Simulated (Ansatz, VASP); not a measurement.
## AlAs in VASP and in Ansatz

```
Al As
1.0
     0.00000    2.83740    2.83740
     2.83740    0.00000    2.83740
     2.83740    2.83740    0.00000
Al As
1 1
Direct
  0.00000 0.00000 0.00000
  0.25000 0.25000 0.25000
```

Alike in both runs: functional PBEsol; k mesh 8 × 8 × 8; occupations gaussian, width 0.02 eV; no spin polarisation.

Ansatz relaxed the structure, and its values are those at the end. VASP's run is a single point on that final structure, the one shown.

|  | VASP | Ansatz |
| --- | --- | --- |
| version | VASP 6.6.1 | Ansatz 0.2.0 |
| potentials or method | VASP PAW PBE potentials, release 64 (Al, As), cutoff 500 eV | scalar-relativistic, plane waves, PAW |
| valence electrons in the cell | 8 | 18 |

Ansatz gave:

- gap on the k mesh at the Fermi level (eV): 1.34
- least direct gap on the mesh (eV): 1.90
- pressure (GPa): 0.0

Which values does VASP return?

gap on the k mesh at the Fermi level (eV): 1.33; least direct gap on the mesh (eV): 1.92; pressure (GPa): 0.3.

VASP's potentials were made for PBE, not for PBEsol. The functional is the same, so the differences come from potentials, cutoffs and numerics. VASP's potentials hold 8 valence electrons a cell and Ansatz's 18, so a difference there can come from the potentials and not from the codes.
